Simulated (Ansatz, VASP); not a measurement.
# One calculation of Nb, two programs

```
CELL_PARAMETERS angstrom
-1.68585 1.68585 1.68585
1.68585 -1.68585 1.68585
1.68585 1.68585 -1.68585
ATOMIC_POSITIONS crystal
Nb 0.00000 0.00000 0.00000
```

Change from the starting cell: volume scaled by 1.04.

Alike in both runs: task single point; functional PBEsol; k mesh 11 × 11 × 11; occupations fermi-dirac, width 0.05 eV; no spin polarisation.

```csv
,VASP,Ansatz
version,VASP 6.6.1,Ansatz 0.2.0
potentials or method,"VASP PAW PBE potentials, release 64 (Nb_sv), cutoff 500 eV","all-electron LAPW, scalar-relativistic"
```

Ansatz gave:

```
gap on the k mesh at the Fermi level (eV) : none
pressure (GPa)                            : -13.5
```

Question: Which values does VASP return?

Answer: gap on the k mesh at the Fermi level (eV): none; pressure (GPa): -13.8.

VASP's potentials were made for PBE, not for PBEsol. A gap of «none» marks a metal or a gap that the smearing closes. Ansatz ran all-electron here, and VASP with PAW potentials.
